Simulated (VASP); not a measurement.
# Pd (P6_3/mmc) in VASP: further runs

Pd is run at these levels: PBEsol; tasks: single point, relaxation of cell and atoms.

Everything below comes from runs of VASP 6.6.1. Logs are shortened: lines on timing, memory, paths and dates and some standing lists are left out, and cuts for length are marked.

## Step 1: The cell of the first run

The structure is hexagonal, space group P6_3/mmc (No. 194). Conventional cell: a = 2.719 Å, b = 2.719 Å, c = 4.566 Å, α = 90.00°, β = 90.00°, γ = 120.00°. Within 3.6 Å of Pd (site symmetry -6m2) lie 12 Pd at 2.72 to 2.77 Å.

This isn't the form of Pd at room conditions, which is fcc.

## Step 2: Single point, PBEsol

Contents of INCAR:

```
ALGO     = Fast           # electronic algorithm
EDIFF    = 1E-7           # SCF threshold, eV
ENCUT    = 520            # plane-wave cutoff, eV
GGA      = PS             # functional
ISIF     = 2              # what is computed and relaxed
ISMEAR   = 0              # smearing method
LASPH    = True           # aspherical terms in the spheres
LCHARG   = False          # write CHGCAR
LREAL    = False          # projectors in reciprocal space
LWAVE    = False          # write WAVECAR
NBANDS   = 17             # bands
NELM     = 100            # most SCF steps
PREC     = Accurate       # precision mode
SIGMA    = 0.1            # smearing width, eV
```

Contents of KPOINTS:

```
k-points
0
Gamma
  18 18 10
```

Contents of POSCAR:

```
Pd
1.0
    2.7193116176      0.0000000000      0.0000000000
   -1.3596558088      2.3549929417      0.0000000000
    0.0000000000      0.0000000000      4.5659326713
Pd
2
Direct
    0.6666666667      0.3333333333      0.7500000000
    0.3333333333      0.6666666667      0.2500000000
```

Potentials or basis: VASP PAW PBE potentials, release 64 (Pd).

Launch:

```console
$ cat potpaw_PBE.64/Pd/POTCAR > POTCAR
$ mpirun -np 1 vasp_std > vasp.out
```

OUTCAR:

```text
EDIFF = 1E-7
   ENCUT = 520
   GGA = PS
   ISIF = 2
   ISMEAR = 0
   LASPH = True
   LREAL = False
   NELM = 100
   PREC = Accurate

 ion  position               nearest neighbor table
   1  0.667  0.333  0.750-   2 2.77   2 2.77   2 2.77   2 2.77   2 2.77   2 2.77
   2  0.333  0.667  0.250-   1 2.77   1 2.77   1 2.77   1 2.77   1 2.77   1 2.77

  LATTYP: Found a hexagonal cell.
 ALAT       =     2.7193116176
 C/A-ratio  =     1.6790766611

  Lattice vectors:

 A1 = (   2.7193116176,   0.0000000000,   0.0000000000)
 A2 = (  -1.3596558088,   2.3549929417,   0.0000000000)
 A3 = (   0.0000000000,   0.0000000000,   4.5659326713)

Analysis of symmetry for initial positions (statically):
=====================================================================
 Subroutine PRICEL returns:
 Original cell was already a primitive cell.

 Routine SETGRP: Setting up the symmetry group for a
 hexagonal supercell.

 Subroutine GETGRP returns: Found 24 space group operations
 (whereof 12 operations were pure point group operations)
 out of a pool of 24 trial point group operations.

The static configuration has the point symmetry D_3d.
 The point group associated with its full space group is D_6h.

Analysis of symmetry for dynamics (positions and initial velocities):
=====================================================================
 Subroutine PRICEL returns:
 Original cell was already a primitive cell.

 Routine SETGRP: Setting up the symmetry group for a
 hexagonal supercell.

 Subroutine GETGRP returns: Found 24 space group operations
 (whereof 12 operations were pure point group operations)
 out of a pool of 24 trial point group operations.

The dynamic configuration has the point symmetry D_3d.
 The point group associated with its full space group is D_6h.

 Subroutine INISYM returns: Found 24 space group operations
 (whereof 12 operations are pure point group operations),
 and found     1 'primitive' translations

----------------------------------------------------------------------------------------

                                     Primitive cell

  volume of cell :      29.2400

  direct lattice vectors                    reciprocal lattice vectors
     2.719311618  0.000000000  0.000000000     0.367740127  0.212314861  0.000000000
    -1.359655809  2.354992942  0.000000000     0.000000000  0.424629723  0.000000000
     0.000000000  0.000000000  4.565932671     0.000000000  0.000000000  0.219013304

  length of vectors
     2.719311618  2.719311618  4.565932671     0.424629723  0.424629723  0.219013304

  position of ions in fractional coordinates (direct lattice)
     0.666666667  0.333333333  0.750000000
     0.333333333  0.666666667  0.250000000

  ion indices of the primitive-cell ions
   primitive index   ion index
                 1           1
                 2           2

----------------------------------------------------------------------------------------

 KPOINTS: k-points

Automatic generation of k-mesh.
 Grid dimensions read from file:
 generate k-points for:   18   18   10

 Generating k-lattice:

  Cartesian coordinates                     Fractional coordinates (reciprocal lattice)
     0.020430007  0.011795270  0.000000000     0.055555556  0.000000000  0.000000000
     0.000000000  0.023590540  0.000000000     0.000000000  0.055555556  0.000000000
     0.000000000  0.000000000  0.021901330     0.000000000  0.000000000  0.100000000

  Length of vectors
     0.023590540  0.023590540  0.021901330

  Shift w.r.t. Gamma in fractional coordinates (k-lattice)
     0.000000000  0.000000000  0.000000000

 Subroutine IBZKPT returns following result:
 ===========================================

 Found    222 irreducible k-points:

 Following reciprocal coordinates:
            Coordinates               Weight
  0.000000  0.000000  0.000000      1.000000
  0.055556  0.000000  0.000000      6.000000
  0.111111  0.000000  0.000000      6.000000
  0.166667  0.000000  0.000000      6.000000
  0.222222  0.000000  0.000000      6.000000
  0.277778  0.000000  0.000000      6.000000
[... 16 lines left out ...]
  0.333333  0.111111  0.000000     12.000000
  0.388889  0.111111  0.000000     12.000000
 [... further k-points ...]
   k-points           NKPTS =    222   k-points in BZ     NKDIM =    222   number of bands    NBANDS=     17
   number of dos      NEDOS =    301   number of ions     NIONS =      2
   total plane-waves  NPLWV =  14400
   dimension x,y,z NGX =    20 NGY =   20 NGZ =   36
   dimension x,y,z NGXF=    40 NGYF=   40 NGZF=   72
   ions per type =               2
   NGX,Y,Z   is equivalent  to a cutoff of  12.23, 12.23, 13.11 a.u.
   NGXF,Y,Z  is equivalent  to a cutoff of  24.45, 24.45, 26.22 a.u.
 SYSTEM =  unknown system
   PREC   = accura    normal or accurate (medium, high low for compatibility)
   ISTART =      0    job   : 0-new  1-cont  2-samecut
   ICHARG =      2    charge: 1-file 2-atom 10-const
   ISPIN  =      1    spin polarized calculation?
   LNONCOLLINEAR =      F non collinear calculations
   LSORBIT =      F    spin-orbit coupling
   LASPH  =      T    aspherical Exc in radial PAW
   ENCUT  =  520.0 eV  38.22 Ry    6.18 a.u.   5.06  5.06  8.49*2*pi/ulx,y,z
   NELM   =    100;   NELMIN=  2; NELMDL= -5     # of ELM steps
   EDIFF  = 0.1E-06   stopping-criterion for ELM
   LREAL  =      F    real-space projection
   EDIFFG = 0.1E-05   stopping-criterion for IOM
   NSW    =      0    number of steps for IOM
   IBRION =     -1    ionic relax: 0-MD 1-quasi-New 2-CG
   NFREE  =      0    steps in history (QN), initial steepest desc. (CG)
   ISIF   =      2    stress and relaxation
   ISYM   =      2    0-nonsym 1-usesym 2-fastsym
   POTIM  = 0.5000    time-step for ionic-motion
   TEBEG  =    0.0;   TEEND  =   0.0 temperature during run
   PSTRESS=    0.0 pullay stress
   NELECT =      20.0000    total number of electrons
   NUPDOWN=      -1.0000    fix difference up-down
   EMIN   =  10.00;   EMAX   =-10.00  energy-range for DOS
   EFERMI =   0.00;   METHOD = LEGACY
   ISMEAR =     0;   SIGMA  =   0.10  broadening in eV -4-tet -1-fermi 0-gaus
   EFERMI_NEDOS =   21; number of points for ismear=-14 and -15
   IALGO  =     68    algorithm
   IMIX   =      4    mixing-type and parameters
     AMIX     =   0.40;   BMIX     =  1.00
     AMIX_MAG =   1.60;   BMIX_MAG =  1.00
  volume/ion in A,a.u.               =      14.62        98.66
  Fermi-wavevector in a.u.,A,eV,Ry     =   1.442421  2.725781 28.307999  2.080579
  Thomas-Fermi vector in A             =   2.560943
   LORBIT       =      0    0 simple, 1 ext, 2 COOP (PROOUT), +10 PAW based schemes
   GGA     = PS    functional components
   LHFCALC =     F    Hartree Fock is set to
   AEXX    =    0.0000 exact exchange contribution
   IVDW    =     0    specifies the selected vdW correction
   LEPSILON=     F    determine dielectric tensor
   LRPA    =     F    only Hartree local field effects (RPA)
 non-spin polarized calculation
 RMM-DIIS sequential band-by-band and
 Gauss-broadening in eV      SIGMA  =   0.10
  energy-cutoff  :      520.00
  volume of cell :       29.24
 maximum number of plane-waves:       804
   NGX = 11   NGY = 11   NGZ = 17

 number of electron      19.9999998 magnetization

 Free energy of the ion-electron system (eV)
  ---------------------------------------------------
  ext. energy  EPLUGINS =         0.00000000
  ---------------------------------------------------
  free energy    TOTEN  =       -11.86034554 eV

  energy without entropy =      -11.83329010  energy(sigma->0) =      -11.84681782

 E-fermi :   9.7778     XC(G=0): -13.4328

 val. band max:        9.7746199826   @ k =   0.2778   0.1667   0.2000
 cond. band min:       9.7783960990   @ k =   0.3889   0.1111   0.0000
 fundamental gap:      0.0037761164
 Fermi energy:         9.7778179742

 k-point     1 :       0.0000    0.0000    0.0000
  band No.  band energies     occupation
      1       2.4616      2.00000
      2       4.3386      2.00000
      3       6.7147      2.00000
      4       6.9684      2.00000
      5       6.9684      2.00000
      6       7.3205      2.00000
[... 9 lines left out ...]
     16      29.3589      0.00000
     17      32.3682      0.00000

 k-point     2 :       0.0556    0.0000    0.0000
  band No.  band energies     occupation
      1       2.5650      2.00000
      2       4.4151      2.00000
      3       6.6623      2.00000
      4       7.0088      2.00000
      5       7.0390      2.00000
      6       7.2832      2.00000
[... 9 lines left out ...]
     16      29.3335      0.00000
     17      31.6226      0.00000

 k-point     3 :       0.1111    0.0000    0.0000
  band No.  band energies     occupation
      1       2.8660      2.00000
      2       4.6257      2.00000
      3       6.5205      2.00000
      4       7.0850      2.00000
      5       7.2402      2.00000
      6       7.2464      2.00000
[... 9 lines left out ...]
     16      28.9405      0.00000
     17      30.2500      0.00000

 k-point     4 :       0.1667    0.0000    0.0000
  band No.  band energies     occupation
      1       3.3323      2.00000
      2       4.8987      2.00000
      3       6.3630      2.00000
      4       6.9832      2.00000
      5       7.1134      2.00000
      6       7.4588      2.00000
[... 9 lines left out ...]
     16      28.8239      0.00000
     17      29.2228      0.00000
[... 343 lines left out ...]
      1       4.9697      2.00000
      2       5.1253      2.00000
      3       5.5238      2.00000
      4       6.5503      2.00000
      5       6.9681      2.00000
      6       7.1513      2.00000
[... 9 lines left out ...]
     16      25.9852      0.00000
     17      27.3138      0.00000

 k-point    23 :       0.3333    0.1111    0.0000
  band No.  band energies     occupation
      1       4.8636      2.00000
      2       5.1402      2.00000
      3       5.2433      2.00000
      4       6.9132      2.00000
      5       7.0266      2.00000
      6       7.3701      2.00000
[... 9 lines left out ...]
     16      24.9729      0.00000
     17      25.4206      0.00000

 k-point    24 :       0.3889    0.1111    0.0000
  band No.  band energies     occupation
      1       4.7466      2.00000
      2       5.0722      2.00000
      3       5.1317      2.00000
      4       6.9124      2.00000
      5       7.2106      2.00000
      6       7.4009      2.00000
[... 9 lines left out ...]
     16      23.8328      0.00000
     17      24.0680      0.00000

 [... further k-points ...]

------------------------ aborting loop because EDIFF is reached ----------------------------------------

  FORCE on cell =-STRESS in cart. coord.  units (eV):
  Direction    XX          YY          ZZ          XY          YZ          ZX
  --------------------------------------------------------------------------------------
  -------------------------------------------------------------------------------------
  Total       -0.0606453     -0.0606453     -0.0700913     -0.0000000      0.0000000      0.0000000
  in kB       -3.3229928     -3.3229928     -3.8405759     -0.0000000      0.0000000      0.0000000
  external PRESSURE =      -3.4955205 kB  Pullay stress =       0.0000000 kB

 VOLUME and BASIS-vectors are now :
 -----------------------------------------------------------------------------
  energy-cutoff  :      520.00
  volume of cell :       29.24
      direct lattice vectors                 reciprocal lattice vectors
     2.719311618  0.000000000  0.000000000     0.367740127  0.212314861  0.000000000
    -1.359655809  2.354992942  0.000000000     0.000000000  0.424629723  0.000000000
     0.000000000  0.000000000  4.565932671     0.000000000  0.000000000  0.219013304

 POSITION                                       TOTAL-FORCE (eV/Angst)
 -----------------------------------------------------------------------------------
      1.35966      0.78500      3.42445         0.000000      0.000000      0.000000
     -0.00000      1.57000      1.14148        -0.000000     -0.000000      0.000000
 -----------------------------------------------------------------------------------
    total drift:                                0.000000     -0.000000      0.000000

  FREE ENERGIE OF THE ION-ELECTRON SYSTEM (eV)
  ---------------------------------------------------
  free  energy   TOTEN  =       -11.8603455413 eV

  energy  without entropy=      -11.8332901017  energy(sigma->0) =      -11.84681782
```

Run time: 44 s. Hardware: 1 thread of Intel Xeon 6975P-C (Granite Rapids), shared host; peak memory 0.21 GiB.

Results:

```yaml
Free_energy: -11.8603 eV
Pressure: -0.3 GPa
Band_gap_on_the_k_mesh: zero (bands 10 and 11 overlap by 0.94 eV)
```

Levels at points of the mesh, in eV from the Fermi level:
```csv
k point,band 7,band 8,band 9,band 10,band 11,band 12,band 13,band 14
"(0.00, 0.00, 0.00)",-2.46,-1.66,-1.66,-0.23,-0.23,0.66,6.91,17.15
"(0.50, 0.00, 0.00)",-1.83,0.03,0.05,0.24,2.60,4.59,9.66,9.92
"(0.00, 0.00, 0.50)",-2.84,-2.84,-0.70,-0.70,-0.70,-0.70,13.94,13.94
"(0.50, 0.00, 0.50)",-0.50,-0.50,0.16,0.16,2.59,2.59,8.33,8.33
```

Caveat: the PAW data sets were made with another functional, which shifts forces and pressure a little.

## Step 3: Relaxation of cell and atoms, PBEsol

Contents of INCAR:

```
  PREC = Accurate
  ENCUT = 600
  EDIFF = 1E-7
  ISMEAR = 0
  SIGMA = 0.1
  LREAL = F
  LASPH = T
  NELM = 100
  ALGO = Normal
  ISIF = 3
  LWAVE = F
  LCHARG = F
  GGA = PS
  IBRION = 2
  NSW = 80
  EDIFFG = -0.01
```

Contents of KPOINTS:

```
regular mesh
0
Gamma
  18 18 10
```

Contents of POSCAR:

```
Pd
1.0
    2.7194129574      0.0000000000      0.0000000000
   -1.3597064787      2.3550807045      0.0000000000
    0.0000000000      0.0000000000      4.5617516726
Pd
2
Direct
    0.6666666667      0.3333333333      0.7500000000
    0.3333333333      0.6666666667      0.2500000000
```

Potentials or basis: VASP PAW PBE potentials, release 64 (Pd).

Launch:

```console
$ cat potpaw_PBE.64/Pd/POTCAR > POTCAR
$ mpirun -np 1 vasp_std > vasp.out
```

Run time: 52 s. Hardware: 1 thread of Intel Xeon 6975P-C (Granite Rapids), shared host; peak memory 0.23 GiB.

It converged, with:

```
Free energy                           : -11.8611 eV
Relaxed volume                        : 14.59 Å³/atom
Relaxed cell                          : a = 2.718 Å, b = 2.718 Å, c = 4.561 Å, α = 90.00°, β = 90.00°, γ = 120.00°
Space group after relaxing (to 0.1 Å) : P6_3/mmc (No. 194)
Energy gained by relaxing             : 0.0 meV/atom
Ionic steps                           : 3
Pressure after relaxing               : 0.0 GPa
Band gap on the k mesh                : zero (bands 10 and 11 overlap by 0.94 eV)
```

Final structure:
```
CELL_PARAMETERS angstrom
2.71826 0.00000 0.00000
-1.35913 2.35408 0.00000
0.00000 0.00000 4.56053
ATOMIC_POSITIONS crystal
Pd 0.66667 0.33333 0.75000
Pd 0.33333 0.66667 0.25000
```

Levels at points of the mesh, in eV from the Fermi level:
```tsv
k point	band 6	band 7	band 8	band 9	band 10	band 11	band 12	band 13	band 14
(0.00, 0.00, 0.00)	-2.46	-2.46	-1.67	-1.67	-0.23	-0.23	0.66	6.94	17.15
(0.50, 0.00, 0.00)	-2.24	-1.84	0.03	0.05	0.24	2.60	4.60	9.68	9.94
(0.00, 0.00, 0.50)	-2.85	-2.85	-2.85	-0.71	-0.71	-0.71	-0.71	13.97	13.97
(0.50, 0.00, 0.50)	-1.56	-0.50	-0.50	0.16	0.16	2.59	2.59	8.35	8.35
```

Caveat: the PAW data sets were made with another functional, which shifts forces and pressure a little.
